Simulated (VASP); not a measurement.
# RbBr (P6_3/mmc) in VASP: a series of runs, part 2 of 2

VASP 6.6.1.

## (3) Single point, PBEsol

File INCAR:

```
ALGO = Normal ; EDIFF = 1E-6
ENCUT = 520 ; GGA = PS
ISIF = 2 ; ISMEAR = 0
LASPH = T ; LCHARG = F
LREAL = F ; LWAVE = F
NBANDS = 24 ; NELM = 100
PREC = Accurate ; SIGMA = 0.01
```

File KPOINTS:

```
k-points
0
Gamma
  6 6 2
```

File POSCAR:

```
RbBr
1.0
    5.8901392171      0.0000000000      0.0000000000
   -2.9450696086      5.1010101938      0.0000000000
    0.0000000000      0.0000000000      6.8703327493
Rb Br
2 2
Direct
    0.3333333333      0.6666666667     -0.0625000000
    0.6666666667      0.3333333333      0.4375000000
    0.3333333333      0.6666666667      0.4375000000
    0.6666666667      0.3333333333      0.9375000000
```

Potentials or basis: VASP PAW PBE potentials, release 64 (Rb_sv, Br).

On the command line:

```console
cat potpaw_PBE.64/Rb_sv/POTCAR potpaw_PBE.64/Br/POTCAR > POTCAR
mpirun -np 1 vasp_std > vasp.out
```

OUTCAR:

```text
EDIFF = 1E-6
   ENCUT = 520
   GGA = PS
   ISIF = 2
   ISMEAR = 0
   LASPH = T
   LREAL = F
   NELM = 100
   PREC = Accurate

 ion  position               nearest neighbor table
   1  0.333  0.667  0.938-   4 3.40   4 3.40   4 3.40   3 3.44   3 3.44   2 4.83   2 4.83   2 4.83
                             2 4.83   2 4.83   2 4.83
   2  0.667  0.333  0.438-   3 3.40   3 3.40   3 3.40   4 3.44   4 3.44   1 4.83   1 4.83   1 4.83
                             1 4.83   1 4.83   1 4.83
   3  0.333  0.667  0.438-   2 3.40   2 3.40   2 3.40   1 3.44   1 3.44
   4  0.667  0.333  0.938-   1 3.40   1 3.40   1 3.40   2 3.44   2 3.44

  LATTYP: Found a hexagonal cell.
 ALAT       =     5.8901392171
 C/A-ratio  =     1.1664126256

  Lattice vectors:

 A1 = (   5.8901392171,   0.0000000000,   0.0000000000)
 A2 = (  -2.9450696086,   5.1010101938,   0.0000000000)
 A3 = (   0.0000000000,   0.0000000000,   6.8703327493)

Analysis of symmetry for initial positions (statically):
=====================================================================
 Subroutine PRICEL returns:
 Original cell was already a primitive cell.

 Routine SETGRP: Setting up the symmetry group for a
 hexagonal supercell.

 Subroutine GETGRP returns: Found 24 space group operations
 (whereof  6 operations were pure point group operations)
 out of a pool of 24 trial point group operations.

The static configuration has the point symmetry C_3v.
 The point group associated with its full space group is D_6h.

Analysis of symmetry for dynamics (positions and initial velocities):
=====================================================================
 Subroutine PRICEL returns:
 Original cell was already a primitive cell.

 Routine SETGRP: Setting up the symmetry group for a
 hexagonal supercell.

 Subroutine GETGRP returns: Found 24 space group operations
[... 114 lines left out ...]
   IALGO  =     38    algorithm
   IMIX   =      4    mixing-type and parameters
     AMIX     =   0.40;   BMIX     =  1.00
     AMIX_MAG =   1.60;   BMIX_MAG =  1.00
  volume/ion in A,a.u.               =      51.61       348.25
  Fermi-wavevector in a.u.,A,eV,Ry     =   0.879438  1.661896 10.522886  0.773410
  Thomas-Fermi vector in A             =   1.999661
   LORBIT       =      0    0 simple, 1 ext, 2 COOP (PROOUT), +10 PAW based schemes
   GGA     = PS    functional components
   LHFCALC =     F    Hartree Fock is set to
   AEXX    =    0.0000 exact exchange contribution
   IVDW    =     0    specifies the selected vdW correction
   LEPSILON=     F    determine dielectric tensor
   LRPA    =     F    only Hartree local field effects (RPA)
 non-spin polarized calculation
 Gauss-broadening in eV      SIGMA  =   0.01
  energy-cutoff  :      520.00
  volume of cell :      206.42
 maximum number of plane-waves:      5580
 NGX is ok and might be reduce to    48
   NGX = 21   NGY = 21   NGZ = 25

 number of electron      31.9999998 magnetization

 Free energy of the ion-electron system (eV)
  ---------------------------------------------------
  ext. energy  EPLUGINS =         0.00000000
  ---------------------------------------------------
  free energy    TOTEN  =       -12.49266054 eV

  energy without entropy =      -12.49266054  energy(sigma->0) =      -12.49266054

 E-fermi :  -2.6008     XC(G=0):  -6.1940

 val. band max:       -2.6608089608   @ k =   0.0000   0.0000   0.0000
 cond. band min:       1.4045959037   @ k =   0.0000   0.0000   0.0000
 fundamental gap:      4.0654048645
 Fermi energy:        -2.6008162121

 k-point     1 :       0.0000    0.0000    0.0000
  band No.  band energies     occupation
      1     -27.2403      2.00000
      2     -27.2309      2.00000
      3     -14.7847      2.00000
      4     -14.7421      2.00000
      5     -11.4608      2.00000
      6     -11.4108      2.00000
[... 367 lines left out ...]
     23       5.3098      0.00000
     24       5.3098      0.00000

------------------------ aborting loop because EDIFF is reached ----------------------------------------

  FORCE on cell =-STRESS in cart. coord.  units (eV):
  Direction    XX          YY          ZZ          XY          YZ          ZX
  --------------------------------------------------------------------------------------
  -------------------------------------------------------------------------------------
  Total       -0.4028226     -0.4028226     -0.3428461      0.0000000      0.0000000      0.0000000
  in kB       -3.1265466     -3.1265466     -2.6610327      0.0000000      0.0000000      0.0000000
  external PRESSURE =      -2.9713753 kB  Pullay stress =       0.0000000 kB

 VOLUME and BASIS-vectors are now :
 -----------------------------------------------------------------------------
  energy-cutoff  :      520.00
  volume of cell :      206.42
      direct lattice vectors                 reciprocal lattice vectors
     5.890139217  0.000000000  0.000000000     0.169775274  0.098019800  0.000000000
    -2.945069609  5.101010194  0.000000000     0.000000000  0.196039600  0.000000000
     0.000000000  0.000000000  6.870332749     0.000000000  0.000000000  0.145553358

 POSITION                                       TOTAL-FORCE (eV/Angst)
 -----------------------------------------------------------------------------------
     -0.00000      3.40067      6.44094        -0.000000      0.000000     -0.000000
      2.94507      1.70034      3.00577         0.000000     -0.000000     -0.000000
     -0.00000      3.40067      3.00577         0.000000     -0.000000     -0.000000
      2.94507      1.70034      6.44094        -0.000000      0.000000      0.000000
 -----------------------------------------------------------------------------------
    total drift:                               -0.000000      0.000000     -0.000032

  FREE ENERGIE OF THE ION-ELECTRON SYSTEM (eV)
  ---------------------------------------------------
  free  energy   TOTEN  =       -12.4926605405 eV

  energy  without entropy=      -12.4926605405  energy(sigma->0) =      -12.49266054
```

OSZICAR:

```text
N       E                     dE             d eps       ncg     rms          rms(c)
DAV:   1     0.221537297463E+03    0.22154E+03   -0.12568E+04   672   0.108E+03
DAV:   2     0.102990586772E+02   -0.21124E+03   -0.19970E+03   880   0.216E+02
DAV:   3    -0.125554464027E+02   -0.22855E+02   -0.22769E+02  1096   0.726E+01
DAV:   4    -0.130795389913E+02   -0.52409E+00   -0.52365E+00   896   0.117E+01
DAV:   5    -0.131033613293E+02   -0.23822E-01   -0.23821E-01  1008   0.173E+00    0.381E+00
DAV:   6    -0.125214544579E+02    0.58191E+00   -0.84036E-01   792   0.313E+00    0.259E+00
DAV:   7    -0.124414782202E+02    0.79976E-01   -0.42288E-01   816   0.225E+00    0.129E+00
DAV:   8    -0.124764550397E+02   -0.34977E-01   -0.53863E-02   840   0.949E-01    0.195E-01
DAV:   9    -0.124891677063E+02   -0.12713E-01   -0.22161E-02   704   0.504E-01    0.157E-01
DAV:  10    -0.124919799856E+02   -0.28123E-02   -0.37838E-03   704   0.283E-01    0.334E-02
DAV:  11    -0.124924537421E+02   -0.47376E-03   -0.38045E-04   792   0.861E-02    0.219E-02
DAV:  12    -0.124926533480E+02   -0.19961E-03   -0.18668E-04   680   0.665E-02    0.687E-03
DAV:  13    -0.124926577919E+02   -0.44439E-05   -0.60253E-06   872   0.951E-03    0.607E-03
DAV:  14    -0.124926604282E+02   -0.26363E-05   -0.68471E-06   664   0.130E-02    0.111E-03
DAV:  15    -0.124926605405E+02   -0.11234E-06   -0.23939E-07   640   0.266E-03
   1 F= -.12492661E+02 E0= -.12492661E+02  d E =-.183345E-19
```

stdout:

```text
POSCAR found type information on POSCAR RbBr
 POSCAR found :  2 types and       4 ions
 scaLAPACK will be used
 -----------------------------------------------------------------------------
|                                                                             |
|                                                                             |
|     You enforced a specific xc type in the INCAR file but a different       |
|     I HOPE YOU KNOW WHAT YOU ARE DOING!                                     |
|                                                                             |
 -----------------------------------------------------------------------------

 LDA part: xc-table for (Slater+PW92), standard interpolation
 POSCAR, INCAR and KPOINTS ok, starting setup
 FFT: planning ... GRIDC
 FFT: planning ... GRID_SOFT
 FFT: planning ... GRID
 WAVECAR not read
 entering main loop
```

Run time: 2.3 min. Hardware: 1 thread of Oxide Virtual Turin-like, shared host; peak memory 0.31 GiB.

What came out:

```
Free energy            : -12.4927 eV
Pressure               : -0.3 GPa
Band gap on the k mesh : 4.07 eV
```

Caveat: the k points lie up to 0.46 Å⁻¹ apart; the structure was generated, so it needn't be the stable form of RbBr; the PAW data sets were made with another functional, which shifts forces and pressure a little. A k mesh can miss the band edges.

## (4) Single point, PBE

File INCAR:

```
SYSTEM = RbBr
PREC = Accurate ; ENCUT = 520
EDIFF = 1E-7 ; ISMEAR = 0
SIGMA = 0.01 ; LREAL = .False.
LASPH = .True. ; NELM = 100
ALGO = Normal ; ISIF = 2
LWAVE = .False. ; LCHARG = .False.
GGA = PE ; NBANDS = 24
```

File KPOINTS:

```
regular mesh
0
Gamma
  6 6 4
  0 0 0
```

POSCAR is that of step 3.

On the command line:

```console
cat potpaw_PBE.64/Rb_sv/POTCAR potpaw_PBE.64/Br/POTCAR > POTCAR
mpirun -np 1 vasp_std > vasp.out
```

Wall time 3.6 min (1 thread of Oxide Virtual Turin-like, shared host); peak memory 0.34 GiB.

It converged, with:

```
Free energy            : -12.0616 eV
Pressure               : 0.3 GPa
Band gap on the k mesh : 4.06 eV
```

Stress tensor (GPa, compression positive):
```
0.27 0.00 0.00
0.00 0.27 0.00
0.00 0.00 0.40
```

Levels at points of the mesh, in eV from the valence-band top:
| k point | band 12 | band 13 | band 14 | band 15 | band 16 | band 17 | band 18 | band 19 | band 20 | band 21 |
| --- | --- | --- | --- | --- | --- | --- | --- | --- | --- | --- |
| (0.00, 0.00, 0.00) | -0.36 | -0.36 | -0.27 | -0.27 | 0.00 | 4.06 | 6.83 | 7.08 | 7.08 | 7.89 |
| (0.50, 0.00, 0.00) | -0.39 | -0.32 | -0.27 | -0.15 | -0.12 | 5.78 | 6.16 | 6.38 | 6.52 | 7.45 |
| (0.00, 0.00, 0.50) | -0.54 | -0.33 | -0.33 | -0.33 | -0.33 | 5.21 | 5.21 | 8.33 | 8.33 | 8.33 |
| (0.50, 0.00, 0.50) | -0.74 | -0.27 | -0.27 | -0.25 | -0.25 | 6.14 | 6.14 | 7.43 | 7.43 | 7.82 |

Caveat: the structure was generated, so it needn't be the stable form of RbBr. A k mesh can miss the band edges.

## (5) Single point, PBE

File INCAR:

```
PREC = Accurate ; ENCUT = 520
EDIFF = 1E-6 ; ISMEAR = 0
SIGMA = 0.01 ; LREAL = F
LASPH = T ; NELM = 80
ALGO = Normal ; ISIF = 2
LWAVE = F ; LCHARG = F
GGA = PE ; NBANDS = 24
```

File KPOINTS:

```
regular mesh
0
Gamma
  6 6 4
```

POSCAR is that of step 4.

On the command line:

```console
cat potpaw_PBE.64/Rb_sv/POTCAR potpaw_PBE.64/Br/POTCAR > POTCAR
mpirun -np 1 vasp_std > vasp.out
```

It took 2.9 min on 1 thread of Oxide Virtual Turin-like, shared host; peak memory 0.34 GiB.

Results (log left out):

```
Free energy            : -12.0616 eV
Pressure               : 0.3 GPa
Band gap on the k mesh : 4.06 eV
```

Stress tensor (GPa, compression positive):
```
0.27 0.00 0.00
0.00 0.27 0.00
0.00 0.00 0.41
```

Levels at points of the mesh, in eV from the valence-band top:
```
           k point  band 14  band 15  band 16  band 17  band 18  band 19
(0.00, 0.00, 0.00)    -0.27    -0.27     0.00     4.06     6.83     7.08
(0.50, 0.00, 0.00)    -0.27    -0.15    -0.12     5.78     6.16     6.38
(0.00, 0.00, 0.50)    -0.33    -0.33    -0.33     5.21     5.21     8.33
(0.50, 0.00, 0.50)    -0.27    -0.25    -0.25     6.14     6.14     7.43
```

Caveat: the structure was generated, so it needn't be the stable form of RbBr.

## (6) Single point, r2SCAN

POSCAR is that of step 5.

File INCAR.step1:

```
ALGO = Normal
EDIFF = 1E-4
ENCUT = 520
GGA = PE
ISMEAR = 0
LASPH = True
LCHARG = False
LREAL = False
LWAVE = True
NBANDS = 24
NELM = 100
PREC = Accurate
SIGMA = 0.01
```

File INCAR.step2:

```
ALGO = Normal
EDIFF = 1E-6
ENCUT = 520
ISIF = 2
ISMEAR = 0
ISTART = 1
LASPH = True
LCHARG = False
LMIXTAU = True
LREAL = False
LWAVE = False
METAGGA = R2SCAN
NBANDS = 24
NELM = 100
PREC = Accurate
SIGMA = 0.01
```

File KPOINTS:

```
k-points
0
Gamma
  6 6 4
```

Potentials or basis: VASP PAW PBE potentials, release 64 (Rb_sv, Br).

On the command line:

```console
cat potpaw_PBE.64/Rb_sv/POTCAR potpaw_PBE.64/Br/POTCAR > POTCAR
cp INCAR.step1 INCAR
mpirun -np 1 vasp_std > vasp.out
cp INCAR.step2 INCAR
mpirun -np 1 vasp_std > vasp.out
```

Run time: 11 min. Hardware: 1 thread of Oxide Virtual Turin-like, shared host; peak memory 0.39 GiB.

It converged, with:

* Free energy: -62.0521 eV
* Pressure: 0.0 GPa
* Band gap on the k mesh: 4.65 eV

Levels at points of the mesh, in eV from the valence-band top:
```csv
k point,band 12,band 13,band 14,band 15,band 16,band 17,band 18,band 19,band 20,band 21
"(0.00, 0.00, 0.00)",-0.36,-0.36,-0.27,-0.27,0.00,4.65,7.61,7.71,7.71,8.63
"(0.50, 0.00, 0.00)",-0.37,-0.33,-0.27,-0.15,-0.12,6.24,6.89,6.91,7.11,8.26
"(0.00, 0.00, 0.50)",-0.53,-0.33,-0.33,-0.33,-0.33,5.80,5.80,9.00,9.00,9.00
"(0.50, 0.00, 0.50)",-0.71,-0.27,-0.27,-0.25,-0.25,6.61,6.61,8.17,8.17,8.47
```

Caveat: the structure was generated, so it needn't be the stable form of RbBr; the PAW data sets were made with another functional, which shifts forces and pressure a little. A k mesh can miss the band edges.

## (7) Single point, PBE, non-collinear spin, zero start, spin-orbit coupling

File INCAR:

```
ALGO = Normal
EDIFF = 1E-7
ENCUT = 520
GGA = PE
GGA_COMPAT = F
ISIF = 2
ISMEAR = 0
LASPH = T
LCHARG = F
LORBIT = 11
LORBMOM = T
LREAL = F
LSORBIT = T
LWAVE = F
MAGMOM = 0 0 0 0 0 0 0 0 0 0 0 0
NBANDS = 46
NELM = 150
PREC = Accurate
SIGMA = 0.01
```

File KPOINTS:

```
k-points
0
Gamma
  6 6 2
```

POSCAR is that of step 6.

On the command line:

```console
cat potpaw_PBE.64/Rb_sv/POTCAR potpaw_PBE.64/Br/POTCAR > POTCAR
mpirun -np 1 vasp_ncl > vasp.out
```

Wall time 10 min (1 thread of Oxide Virtual Turin-like, shared host); peak memory 0.88 GiB.

Results (log left out):

| Item | Value |
| --- | --- |
| Free energy | -12.1558 eV |
| Pressure | 0.3 GPa |
| Net moment | 0.00 μB per cell |
| Valence electrons inside the program's atomic spheres | Rb 7.31; Br 4.89 |

Stress tensor (GPa, compression positive):
```
0.27 0.00 0.00
0.00 0.27 0.00
0.00 0.00 0.51
```

Moments on the atoms (μB; x, y, z):
```
Rb  0.00 0.00 0.00
Rb  0.00 0.00 0.00
Br  0.00 0.00 0.00
Br  0.00 0.00 0.00
```

Caveat: the k points lie up to 0.46 Å⁻¹ apart; the structure was generated, so it needn't be the stable form of RbBr.

## (8) Overview

| level | spin | k mesh | gap on the mesh (eV) | pressure (GPa) |
| --- | --- | --- | --- | --- |
| PBEsol | off | 3 × 3 × 2 | 4.07 | -0.3 |
| PBEsol | off | 6 × 6 × 2 | 4.07 | -0.3 |
| PBE | off | 6 × 6 × 4 | 4.06 | 0.3 |
| r2SCAN | off | 6 × 6 × 4 | 4.65 | 0.0 |
| PBE | non-collinear, zero start, SOC | 6 × 6 × 2 | - | 0.3 |

Alike in all rows: task single point; potentials or basis VASP PAW PBE potentials, release 64 (Rb_sv, Br); cell as given; cutoff (eV) 520; smearing gaussian 0.01 eV.

Caveats: some runs use coarse meshes; the structure was generated, so it needn't be the stable form of RbBr; the PAW data sets were made with another functional, which shifts forces and pressure a little (at least some runs).

Absolute energies hang on the potentials; compare differences alone.
